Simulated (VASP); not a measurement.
# KIr12 in VASP: a series of runs, part 2 of 2

VASP 6.6.1. Earlier steps stand in the parts before.

## (3) Single point, PBEsol

Contents of INCAR:

```
PREC = Accurate
ENCUT = 520
EDIFF = 1E-6
ISMEAR = 0
SIGMA = 0.1
LREAL = F
LASPH = T
NELM = 100
ALGO = Normal
ISIF = 2
LWAVE = F
LCHARG = F
GGA = PS
NBANDS = 70
```

Contents of KPOINTS:

```
regular mesh
0
Gamma
  4 4 1
```

Contents of POSCAR:

```
KIr12
1.0
    5.4305800000      0.0000000000      0.0000000000
    2.7152900000      4.7030200000      0.0000000000
    0.0000000000      0.0000000000     15.4340500000
Ir K
12 1
Direct
    0.1666666312      0.1666667375      0.0647918077
    0.6666666312      0.1666667375      0.0647918077
    0.1666666312      0.6666667375      0.0647918077
    0.6666666312      0.6666667375      0.0647918077
   -0.1665226831      0.3324763662      0.2048788879
    0.3349445651      0.3327017533      0.2031087757
   -0.1660612038      0.8329241636      0.2054325987
    0.3340945662      0.8322550191      0.2054705667
    0.0011557272     -0.0006508584      0.3457945905
    0.4987300221      0.0016774328      0.3445382126
    0.0054434968      0.4947554975      0.3430960765
    0.5010658568      0.4984737467      0.3454911705
    0.7966325025      0.7021454300      0.5277515623
```

Potentials or basis: VASP PAW PBE potentials, release 64 (Ir, K_sv).

On the command line:

```console
> cat potpaw_PBE.64/Ir/POTCAR potpaw_PBE.64/K_sv/POTCAR > POTCAR
> mpirun -np 1 vasp_std > vasp.out
```

OUTCAR:

```text
PREC = Accurate
   ENCUT = 520
   EDIFF = 1E-6
   ISMEAR = 0
   LREAL = F
   LASPH = T
   NELM = 100
   ISIF = 2
   GGA = PS

 ion  position               nearest neighbor table
   1  0.167  0.167  0.065-   6 2.65   5 2.67   8 2.68   3 2.72   3 2.72   4 2.72   4 2.72   2 2.72
                             2 2.72
   2  0.667  0.167  0.065-   6 2.64   5 2.67   7 2.68   4 2.72   3 2.72   4 2.72   3 2.72   1 2.72
                             1 2.72
   3  0.167  0.667  0.065-   6 2.65   7 2.68   8 2.68   1 2.72   1 2.72   2 2.72   2 2.72   4 2.72
                             4 2.72
   4  0.667  0.667  0.065-   5 2.67   8 2.68   7 2.68   2 2.72   1 2.72   2 2.72   1 2.72   3 2.72
                             3 2.72
   5  0.833  0.332  0.205-  11 2.65   2 2.67   1 2.67   4 2.67  12 2.67   9 2.68   6 2.71   7 2.71
                             8 2.71   8 2.72   7 2.72   6 2.72
   6  0.335  0.333  0.203-   2 2.64   3 2.65   1 2.65  11 2.66  10 2.68  12 2.70   5 2.71   8 2.71
                             7 2.71   7 2.72   8 2.72   5 2.72
   7  0.834  0.833  0.205-  11 2.65  10 2.66   9 2.67   3 2.68   4 2.68   2 2.68   5 2.71   6 2.71
                             8 2.71   8 2.72   6 2.72   5 2.72
   8  0.334  0.832  0.205-  10 2.66  12 2.67   9 2.67   4 2.68   3 2.68   1 2.68   6 2.71   5 2.71
                             7 2.71   7 2.72   5 2.72   6 2.72
   9  0.001  0.999  0.346-   8 2.67   7 2.67   5 2.68  11 2.70  10 2.71  12 2.71  12 2.72  10 2.72
                            11 2.73
  10  0.499  0.002  0.345-   8 2.66   7 2.66  11 2.68   6 2.68  12 2.70   9 2.71   9 2.72  12 2.73
                            11 2.75  13 3.26
  11  0.005  0.495  0.343-   5 2.65   7 2.65   6 2.66  10 2.68  12 2.70   9 2.70   9 2.73  12 2.73
                            10 2.75  13 3.07
  12  0.501  0.498  0.345-   8 2.67   5 2.67   6 2.70  11 2.70  10 2.70   9 2.71   9 2.72  10 2.73
                            11 2.73
  13  0.797  0.702  0.528-  11 3.07  10 3.26

  LATTYP: Found a hexagonal cell.
 ALAT       =     5.4305797945
 C/A-ratio  =     2.8420630180

  Lattice vectors:

[... 169 lines left out ...]
 Gauss-broadening in eV      SIGMA  =   0.10
  energy-cutoff  :      520.00
  volume of cell :      394.19
 maximum number of plane-waves:     10640
   NGX = 21   NGY = 21   NGZ = 57

 number of electron     117.0000004 magnetization

 Free energy of the ion-electron system (eV)
  ---------------------------------------------------
  ext. energy  EPLUGINS =         0.00000000
  ---------------------------------------------------
  free energy    TOTEN  =      -111.98145190 eV

  energy without entropy =     -111.87807476  energy(sigma->0) =     -111.92976333

 E-fermi :   2.9160     XC(G=0):  -7.9152

 val. band max:        2.9021918501   @ k =   0.0000   0.2500   0.0000
 cond. band min:       2.9192241409   @ k =   0.2500   0.2500   0.0000
 fundamental gap:      0.0170322908
 Fermi energy:         2.9160249712

 k-point     1 :       0.0000    0.0000    0.0000
  band No.  band energies     occupation
      1     -28.5872      2.00000
      2     -12.1767      2.00000
      3     -12.1521      2.00000
      4     -12.1424      2.00000
      5      -7.4774      2.00000
      6      -5.4281      2.00000
[... 719 lines left out ...]
     69       3.7084      0.00000
     70       3.7312      0.00000

------------------------ aborting loop because EDIFF is reached ----------------------------------------

  FORCE on cell =-STRESS in cart. coord.  units (eV):
  Direction    XX          YY          ZZ          XY          YZ          ZX
  --------------------------------------------------------------------------------------
  -------------------------------------------------------------------------------------
  Total      -15.0534089    -14.9975922      0.1633354     -0.2174256      0.2991830     -0.1088855
  in kB      -61.1846522    -60.9577852      0.6638775     -0.8837274      1.2160306     -0.4425656
  external PRESSURE =     -40.4928533 kB  Pullay stress =       0.0000000 kB

 VOLUME and BASIS-vectors are now :
 -----------------------------------------------------------------------------
  energy-cutoff  :      520.00
  volume of cell :      394.19
      direct lattice vectors                 reciprocal lattice vectors
     5.430580000  0.000000000  0.000000000     0.184142394 -0.106314666  0.000000000
     2.715290000  4.703020000  0.000000000     0.000000000  0.212629332  0.000000000
     0.000000000  0.000000000 15.434050000     0.000000000  0.000000000  0.064791808

 POSITION                                       TOTAL-FORCE (eV/Angst)
 -----------------------------------------------------------------------------------
      1.35764      0.78384      1.00000        -0.064689     -0.078297     -0.088036
      4.07293      0.78384      1.00000         0.062780     -0.072334     -0.118538
      2.71529      3.13535      1.00000        -0.002228      0.088336     -0.067530
      5.43058      3.13535      1.00000         0.020947      0.018148      0.042711
      5.42903      1.56364      3.16211         0.001126     -0.000521     -0.000905
      2.72233      1.56470      3.13479        -0.001945      0.000684      0.009103
      6.79040      3.91726      3.17066         0.000810     -0.000073     -0.003077
      4.07414      3.91411      3.17124        -0.001206      0.001458     -0.005025
      2.71980      4.69996      5.33701        -0.000561     -0.000558      0.057921
      2.71295      0.00789      5.31762        -0.000076     -0.000272      0.054995
      1.37297      2.32684      5.29536        -0.001058      0.002678      0.057010
      4.07458      2.34433      5.33233        -0.000124      0.001159      0.057469
      6.23271      3.30220      8.14534        -0.013775      0.039591      0.003901
 -----------------------------------------------------------------------------------
    total drift:                                0.000070     -0.000070      0.002952

  FREE ENERGIE OF THE ION-ELECTRON SYSTEM (eV)
  ---------------------------------------------------
  free  energy   TOTEN  =      -111.9814519024 eV

  energy  without entropy=     -111.8780747639  energy(sigma->0) =     -111.92976333
```

OSZICAR:

```text
N       E                     dE             d eps       ncg     rms          rms(c)
DAV:   1     0.119111986820E+04    0.11911E+04   -0.48881E+04  1400   0.150E+03
DAV:   2     0.116080106689E+02   -0.11795E+04   -0.11231E+04  1400   0.465E+02
DAV:   3    -0.109944269960E+03   -0.12155E+03   -0.11463E+03  1960   0.132E+02
[... 20 lines left out ...]
DAV:  24    -0.111981374562E+03   -0.10235E-02   -0.41820E-04  1526   0.707E-02    0.489E-02
DAV:  25    -0.111981417805E+03   -0.43243E-04   -0.51098E-05  2152   0.381E-02    0.335E-02
DAV:  26    -0.111981447735E+03   -0.29930E-04   -0.25823E-05  1612   0.272E-02    0.197E-02
DAV:  27    -0.111981451563E+03   -0.38288E-05   -0.18292E-05  1744   0.246E-02    0.186E-02
DAV:  28    -0.111981451902E+03   -0.33905E-06   -0.54598E-06  1298   0.149E-02
   1 F= -.11198145E+03 E0= -.11192976E+03  d E =-.103377E+00
```

stdout:

```text
POSCAR found type information on POSCAR IrK
 POSCAR found :  2 types and      13 ions
 scaLAPACK will be used
 -----------------------------------------------------------------------------
|                                                                             |
|                                                                             |
|     You enforced a specific xc type in the INCAR file but a different       |
|     I HOPE YOU KNOW WHAT YOU ARE DOING!                                     |
|                                                                             |
 -----------------------------------------------------------------------------

 LDA part: xc-table for (Slater+PW92), standard interpolation
 POSCAR, INCAR and KPOINTS ok, starting setup
 FFT: planning ... GRIDC
 FFT: planning ... GRID_SOFT
 FFT: planning ... GRID
 WAVECAR not read
 entering main loop
```

It took 16 min on 1 thread of Intel Xeon Platinum 8259CL at 2.50GHz (Skylake/Cascade Lake), shared host; peak memory 0.56 GiB.

What came out:

```yaml
Free_energy: -111.9815 eV
Largest_force: 0.152 eV/Å
Band_gap_on_the_k_mesh: zero (an odd number of electrons rules out a gap without spin polarisation)
```

Forces on the atoms (eV/Å):
```
Ir  -0.065 -0.078 -0.088
Ir   0.063 -0.072 -0.119
Ir  -0.002  0.088 -0.068
Ir   0.021  0.018  0.043
Ir   0.001 -0.001 -0.001
Ir  -0.002  0.001  0.009
Ir   0.001  0.000 -0.003
Ir  -0.001  0.001 -0.005
Ir  -0.001 -0.001  0.058
Ir   0.000  0.000  0.055
Ir  -0.001  0.003  0.057
Ir   0.000  0.001  0.057
K   -0.014  0.040  0.004
```

Caveat: the PAW data sets were made with another functional, which shifts forces and pressure a little; spin-orbit coupling is left out, which moves the levels of the heavy elements.
